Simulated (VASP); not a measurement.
# AgI (F-43m) in VASP: further runs

The runs below take AgI through single point, with PBE, HSE06.

Everything below comes from runs of VASP 6.6.1. Logs are shortened: lines on timing, memory, paths and dates and some standing lists are left out, and cuts for length are marked.

## (1) The cell of the first run

Symmetry: F-43m, No. 216, cubic system. The conventional cell has a = 6.577 Å, b = 6.577 Å, c = 6.577 Å, α = 90.00°, β = 90.00°, γ = 90.00°. Within 3.8 Å of Ag (site symmetry -43m) lie 4 I at 2.85 Å. I (site symmetry -43m) has 4 Ag at 2.85 Å within 3.8 Å.

## (2) Single point, PBE

Input file INCAR:

```
ALGO     = Normal         # electronic algorithm
EDIFF    = 1E-6           # SCF threshold, eV
ENCUT    = 500            # plane-wave cutoff, eV
GGA      = PE             # functional
GGA_COMPAT= F            
ISIF     = 2              # what is computed and relaxed
ISMEAR   = 1              # smearing method
LASPH    = T              # aspherical terms in the spheres
LCHARG   = F              # write CHGCAR
LREAL    = F              # projectors in reciprocal space
LWAVE    = F              # write WAVECAR
NBANDS   = 16             # bands
NELM     = 120            # most SCF steps
PREC     = Accurate       # precision mode
SIGMA    = 0.001          # smearing width, eV
```

Input file KPOINTS:

```
k-points
0
Gamma
  4 4 4
```

Input file POSCAR:

```
AgI
1.0
    0.0000000000      3.2886328091      3.2886328091
    3.2886328091      0.0000000000      3.2886328091
    3.2886328091      3.2886328091      0.0000000000
Ag I
1 1
Direct
    0.0000000000      0.0000000000      0.0000000000
    0.2500000000      0.2500000000      0.2500000000
```

Potentials or basis: VASP PAW PBE potentials, release 64 (Ag, I).

The run is started by

```console
cat potpaw_PBE.64/Ag/POTCAR potpaw_PBE.64/I/POTCAR > POTCAR
mpirun -np 1 vasp_std > vasp.out
```

OUTCAR:

```text
EDIFF = 1E-6
   ENCUT = 500
   GGA = PE
   ISIF = 2
   ISMEAR = 1
   LASPH = T
   LREAL = F
   NELM = 120
   PREC = Accurate

 ion  position               nearest neighbor table
   1  0.000  0.000  0.000-   2 2.85   2 2.85   2 2.85   2 2.85
   2  0.250  0.250  0.250-   1 2.85   1 2.85   1 2.85   1 2.85

  LATTYP: Found a face centered cubic cell.
 ALAT       =     6.5772656182

  Lattice vectors:

 A1 = (   0.0000000000,   3.2886328091,   3.2886328091)
 A2 = (   3.2886328091,   0.0000000000,   3.2886328091)
 A3 = (   3.2886328091,   3.2886328091,   0.0000000000)

Analysis of symmetry for initial positions (statically):
=====================================================================
 Subroutine PRICEL returns:
 Original cell was already a primitive cell.

 Routine SETGRP: Setting up the symmetry group for a
 face centered cubic supercell.

 Subroutine GETGRP returns: Found 24 space group operations
 (whereof 24 operations were pure point group operations)
 out of a pool of 48 trial point group operations.

The static configuration has the point symmetry T_d .

Analysis of symmetry for dynamics (positions and initial velocities):
=====================================================================
 Subroutine PRICEL returns:
 Original cell was already a primitive cell.

 Routine SETGRP: Setting up the symmetry group for a
 face centered cubic supercell.

 Subroutine GETGRP returns: Found 24 space group operations
 (whereof 24 operations were pure point group operations)
 out of a pool of 48 trial point group operations.

The dynamic configuration has the point symmetry T_d .

 Subroutine INISYM returns: Found 24 space group operations
 (whereof 24 operations are pure point group operations),
 and found     1 'primitive' translations

----------------------------------------------------------------------------------------

                                     Primitive cell

  volume of cell :      71.1338

  direct lattice vectors                    reciprocal lattice vectors
     0.000000000  3.288632809  3.288632809    -0.152038865  0.152038865  0.152038865
     3.288632809  0.000000000  3.288632809     0.152038865 -0.152038865  0.152038865
     3.288632809  3.288632809  0.000000000     0.152038865  0.152038865 -0.152038865

  length of vectors
     4.650829120  4.650829120  4.650829120     0.263339039  0.263339039  0.263339039

  position of ions in fractional coordinates (direct lattice)
     0.000000000  0.000000000  0.000000000
     0.250000000  0.250000000  0.250000000

  ion indices of the primitive-cell ions
   primitive index   ion index
                 1           1
                 2           2

----------------------------------------------------------------------------------------

 KPOINTS: k-points

Automatic generation of k-mesh.
 Grid dimensions read from file:
 generate k-points for:    4    4    4

 Generating k-lattice:

  Cartesian coordinates                     Fractional coordinates (reciprocal lattice)
    -0.038009716  0.038009716  0.038009716     0.250000000  0.000000000  0.000000000
     0.038009716 -0.038009716  0.038009716     0.000000000  0.250000000  0.000000000
     0.038009716  0.038009716 -0.038009716     0.000000000  0.000000000  0.250000000

  Length of vectors
     0.065834760  0.065834760  0.065834760

  Shift w.r.t. Gamma in fractional coordinates (k-lattice)
     0.000000000  0.000000000  0.000000000

 Subroutine IBZKPT returns following result:
 ===========================================

 Found      8 irreducible k-points:

 Following reciprocal coordinates:
            Coordinates               Weight
  0.000000  0.000000  0.000000      1.000000
  0.250000  0.000000  0.000000      8.000000
  0.500000  0.000000  0.000000      4.000000
  0.250000  0.250000  0.000000      6.000000
  0.500000  0.250000  0.000000     24.000000
 -0.250000  0.250000  0.000000     12.000000
  0.500000  0.500000  0.000000      3.000000
 -0.250000  0.500000  0.250000      6.000000
   k-points           NKPTS =      8   k-points in BZ     NKDIM =      8   number of bands    NBANDS=     16
   number of dos      NEDOS =    301   number of ions     NIONS =      2
   total plane-waves  NPLWV =  46656
   dimension x,y,z NGX =    36 NGY =   36 NGZ =   36
   dimension x,y,z NGXF=    72 NGYF=   72 NGZF=   72
   ions per type =               1   1
   NGX,Y,Z   is equivalent  to a cutoff of  12.87, 12.87, 12.87 a.u.
   NGXF,Y,Z  is equivalent  to a cutoff of  25.74, 25.74, 25.74 a.u.
 SYSTEM =  unknown system
   PREC   = accura    normal or accurate (medium, high low for compatibility)
   ISTART =      0    job   : 0-new  1-cont  2-samecut
   ICHARG =      2    charge: 1-file 2-atom 10-const
   ISPIN  =      1    spin polarized calculation?
   LNONCOLLINEAR =      F non collinear calculations
   LSORBIT =      F    spin-orbit coupling
   LASPH  =      T    aspherical Exc in radial PAW
   ENCUT  =  500.0 eV  36.75 Ry    6.06 a.u.   8.48  8.48  8.48*2*pi/ulx,y,z
   NELM   =    120;   NELMIN=  2; NELMDL= -5     # of ELM steps
   EDIFF  = 0.1E-05   stopping-criterion for ELM
   LREAL  =      F    real-space projection
   EDIFFG = 0.1E-04   stopping-criterion for IOM
   NSW    =      0    number of steps for IOM
   IBRION =     -1    ionic relax: 0-MD 1-quasi-New 2-CG
   NFREE  =      0    steps in history (QN), initial steepest desc. (CG)
   ISIF   =      2    stress and relaxation
   ISYM   =      2    0-nonsym 1-usesym 2-fastsym
   POTIM  = 0.5000    time-step for ionic-motion
   TEBEG  =    0.0;   TEEND  =   0.0 temperature during run
   PSTRESS=    0.0 pullay stress
   NELECT =      18.0000    total number of electrons
   NUPDOWN=      -1.0000    fix difference up-down
   EMIN   =  10.00;   EMAX   =-10.00  energy-range for DOS
   EFERMI =   0.00;   METHOD = LEGACY
   ISMEAR =     1;   SIGMA  =   0.00  broadening in eV -4-tet -1-fermi 0-gaus
   EFERMI_NEDOS =   21; number of points for ismear=-14 and -15
   IALGO  =     38    algorithm
   IMIX   =      4    mixing-type and parameters
     AMIX     =   0.40;   BMIX     =  1.00
     AMIX_MAG =   1.60;   BMIX_MAG =  1.00
  volume/ion in A,a.u.               =      35.57       240.02
  Fermi-wavevector in a.u.,A,eV,Ry     =   1.035477  1.956767 14.588327  1.072212
  Thomas-Fermi vector in A             =   2.169822
   LORBIT       =      0    0 simple, 1 ext, 2 COOP (PROOUT), +10 PAW based schemes
   GGA     = PE    functional components
   LHFCALC =     F    Hartree Fock is set to
   AEXX    =    0.0000 exact exchange contribution
   IVDW    =     0    specifies the selected vdW correction
   LEPSILON=     F    determine dielectric tensor
   LRPA    =     F    only Hartree local field effects (RPA)
 non-spin polarized calculation
 Methfessel and Paxton  Order N= 1 SIGMA  =   0.00
  energy-cutoff  :      500.00
  volume of cell :       71.13
 maximum number of plane-waves:      1820
 NGX is ok and might be reduce to    36
   NGX = 17   NGY = 17   NGZ = 17

 number of electron      18.0000002 magnetization

 Free energy of the ion-electron system (eV)
  ---------------------------------------------------
  ext. energy  EPLUGINS =         0.00000000
  ---------------------------------------------------
  free energy    TOTEN  =        -4.77255676 eV

  energy without entropy =       -4.77255676  energy(sigma->0) =       -4.77255676

 E-fermi :   2.7331     XC(G=0):  -8.2490

 val. band max:        2.7247608544   @ k =   0.0000   0.0000   0.0000
 cond. band min:       4.0643606333   @ k =   0.0000   0.0000   0.0000
 fundamental gap:      1.3395997789
 Fermi energy:         2.7331245829

 k-point     1 :       0.0000    0.0000    0.0000
  band No.  band energies     occupation
      1      -9.8694      2.00000
      2      -1.2747      2.00000
      3      -1.2747      2.00000
      4      -1.2747      2.00000
      5      -0.1942      2.00000
      6      -0.1942      2.00000
      7       2.7248      2.00000
      8       2.7248      2.00000
      9       2.7248      2.00000
     10       4.0644      0.00000
     11       8.5352      0.00000
     12       8.5352      0.00000
     13       8.5352      0.00000
     14      11.6198      0.00000
     15      12.7221      0.00000
     16      12.7221      0.00000

 k-point     2 :       0.2500    0.0000    0.0000
  band No.  band energies     occupation
      1      -9.7423      2.00000
      2      -1.3078      2.00000
      3      -1.1891      2.00000
      4      -1.1891      2.00000
      5      -0.1966      2.00000
      6      -0.1966      2.00000
      7       1.1020      2.00000
      8       2.3852      2.00000
      9       2.3852      2.00000
     10       5.3149      0.00000
     11       8.4415      0.00000
     12       8.9694      0.00000
     13       8.9694      0.00000
     14      11.9657      0.00000
     15      11.9657      0.00000
     16      12.1457      0.00000

 k-point     3 :       0.5000    0.0000    0.0000
  band No.  band energies     occupation
      1      -9.6081      2.00000
      2      -1.1687      2.00000
      3      -1.1113      2.00000
      4      -1.1113      2.00000
      5      -0.1666      2.00000
      6      -0.1666      2.00000
      7      -0.0631      2.00000
      8       2.0554      2.00000
      9       2.0554      2.00000
     10       5.5001      0.00000
     11       8.9999      0.00000
     12       8.9999      0.00000
     13       9.8729      0.00000
     14      11.9089      0.00000
     15      13.5249      0.00000
     16      13.5249      0.00000

 k-point     4 :       0.2500    0.2500    0.0000
  band No.  band energies     occupation
      1      -9.7001      2.00000
      2      -1.4291      2.00000
      3      -1.0895      2.00000
      4      -1.0895      2.00000
      5      -0.2494      2.00000
      6      -0.1546      2.00000
      7       1.3057      2.00000
      8       1.8771      2.00000
      9       1.8771      2.00000
     10       6.0586      0.00000
     11       7.1219      0.00000
     12       9.9140      0.00000
     13       9.9140      0.00000
     14      10.1999      0.00000
     15      13.0235      0.00000
     16      14.7049      0.00000

 k-point     5 :       0.5000    0.2500    0.0000
  band No.  band energies     occupation
      1      -9.5662      2.00000
      2      -1.3208      2.00000
      3      -0.9731      2.00000
      4      -0.9271      2.00000
      5      -0.1644      2.00000
      6      -0.1523      2.00000
      7       0.1451      2.00000
      8       1.2677      2.00000
      9       1.5643      2.00000
     10       6.5591      0.00000
     11       7.8066      0.00000
     12       9.5271      0.00000
     13      10.1852      0.00000
     14      11.9571      0.00000
     15      13.6516      0.00000
     16      14.4046      0.00000

 k-point     6 :      -0.2500    0.2500    0.0000
  band No.  band energies     occupation
      1      -9.6106      2.00000
      2      -1.1650      2.00000
      3      -1.1313      2.00000
      4      -1.0797      2.00000
      5      -0.2186      2.00000
      6      -0.1710      2.00000
      7       0.4587      2.00000
      8       1.2009      2.00000
      9       2.0649      2.00000
     10       6.4851      0.00000
     11       8.4921      0.00000
     12       8.8144      0.00000
     13       9.5231      0.00000
     14      11.6196      0.00000
     15      13.0744      0.00000
     16      14.3888      0.00000

 k-point     7 :       0.5000    0.5000    0.0000
  band No.  band energies     occupation
      1      -9.5222      2.00000
      2      -1.5281      2.00000
      3      -0.7969      2.00000
      4      -0.7969      2.00000
      5      -0.1146      2.00000
      6      -0.0829      2.00000
      7       0.2564      2.00000
      8       1.0615      2.00000
      9       1.0615      2.00000
     10       6.4430      0.00000
     11       6.5780      0.00000
     12      11.1053      0.00000
     13      12.2328      0.00000
     14      12.2328      0.00000
     15      13.4592      0.00000
     16      14.4858      0.00000

 k-point     8 :      -0.2500    0.5000    0.2500
  band No.  band energies     occupation
      1      -9.5216      2.00000
      2      -1.2000      2.00000
      3      -0.9987      2.00000
      4      -0.8032      2.00000
      5      -0.2521      2.00000
      6       0.0204      2.00000
      7       0.0874      2.00000
      8       0.7417      2.00000
      9       1.1941      2.00000
     10       7.3886      0.00000
     11       7.9938      0.00000
     12       9.1214      0.00000
     13       9.8393      0.00000
     14      12.5709      0.00000
     15      14.2791      0.00000
     16      14.2873      0.00000

------------------------ aborting loop because EDIFF is reached ----------------------------------------

  FORCE on cell =-STRESS in cart. coord.  units (eV):
  Direction    XX          YY          ZZ          XY          YZ          ZX
  --------------------------------------------------------------------------------------
  -------------------------------------------------------------------------------------
  Total        0.3224912      0.3224912      0.3224912     -0.0000000      0.0000000      0.0000000
  in kB        7.2636069      7.2636069      7.2636069     -0.0000000      0.0000000      0.0000000
  external PRESSURE =       7.2636069 kB  Pullay stress =       0.0000000 kB

 VOLUME and BASIS-vectors are now :
 -----------------------------------------------------------------------------
  energy-cutoff  :      500.00
  volume of cell :       71.13
      direct lattice vectors                 reciprocal lattice vectors
     0.000000000  3.288632809  3.288632809    -0.152038865  0.152038865  0.152038865
     3.288632809  0.000000000  3.288632809     0.152038865 -0.152038865  0.152038865
     3.288632809  3.288632809  0.000000000     0.152038865  0.152038865 -0.152038865

 POSITION                                       TOTAL-FORCE (eV/Angst)
 -----------------------------------------------------------------------------------
      0.00000      0.00000      0.00000         0.000000     -0.000000      0.000000
      1.64432      1.64432      1.64432        -0.000000      0.000000     -0.000000
 -----------------------------------------------------------------------------------
    total drift:                               -0.000000     -0.000000     -0.000000

  FREE ENERGIE OF THE ION-ELECTRON SYSTEM (eV)
  ---------------------------------------------------
  free  energy   TOTEN  =        -4.7725567595 eV

  energy  without entropy=       -4.7725567595  energy(sigma->0) =       -4.77255676
```

Wall time 21 s (1 thread of Intel Xeon 8259CL, shared host); peak memory 0.2 GiB.

Results:

```
Free energy            : -4.7726 eV
Pressure               : 0.7 GPa
Band gap on the k mesh : 1.34 eV, direct
```

Caveat: spin-orbit coupling is left out, which moves the levels of the heavy elements.

## (3) Single point, HSE06

POSCAR is that of step 2.

Input file INCAR.step1:

```
SYSTEM = AgI
ALGO = Normal
EDIFF = 1E-5
ENCUT = 400
GGA = PE
GGA_COMPAT = .FALSE.
ISIF = 2
ISMEAR = 0
LASPH = .TRUE.
LCHARG = .FALSE.
LREAL = .FALSE.
LWAVE = .TRUE.
NBANDS = 16
NELM = 120
PREC = Accurate
SIGMA = 0.01
```

Input file INCAR.step2:

```
SYSTEM = AgI
ALGO = Normal
EDIFF = 1E-6
ENCUT = 400
GGA = PE
GGA_COMPAT = .FALSE.
HFSCREEN = 0.2079
ISIF = 2
ISMEAR = 0
ISTART = 1
LASPH = .TRUE.
LCHARG = .FALSE.
LHFCALC = .TRUE.
LREAL = .FALSE.
LWAVE = .FALSE.
NBANDS = 16
NELM = 120
PREC = Accurate
PRECFOCK = Normal
SIGMA = 0.01
```

Input file KPOINTS:

```
k-points
0
G
  4 4 4
  0 0 0
```

Potentials or basis: VASP PAW PBE potentials, release 64 (Ag, I).

The run is started by

```console
cat potpaw_PBE.64/Ag/POTCAR potpaw_PBE.64/I/POTCAR > POTCAR
cp INCAR.step1 INCAR
mpirun -np 1 vasp_std > vasp.out
cp INCAR.step2 INCAR
mpirun -np 1 vasp_std > vasp.out
```

Wall time 11 min (1 thread of Intel Xeon 8259CL, shared host); peak memory 0.29 GiB.

It converged, with:

```
Free energy            : -5.7232 eV
Pressure               : 0.4 GPa
Band gap on the k mesh : 2.48 eV, direct
```

Levels at points of the mesh, in eV from the valence-band top:
| k point | band 7 | band 8 | band 9 | band 10 | band 11 | band 12 |
| --- | --- | --- | --- | --- | --- | --- |
| (0.00, 0.00, 0.00) | 0.00 | 0.00 | 0.00 | 2.48 | 7.00 | 7.00 |
| (0.50, 0.00, 0.00) | -3.44 | -0.71 | -0.71 | 3.96 | 7.44 | 7.44 |
| (0.50, 0.50, 0.00) | -2.82 | -1.79 | -1.79 | 4.69 | 5.03 | 9.66 |

Caveat: the PAW data sets were made with another functional, which shifts forces and pressure a little; spin-orbit coupling is left out, which moves the levels of the heavy elements.
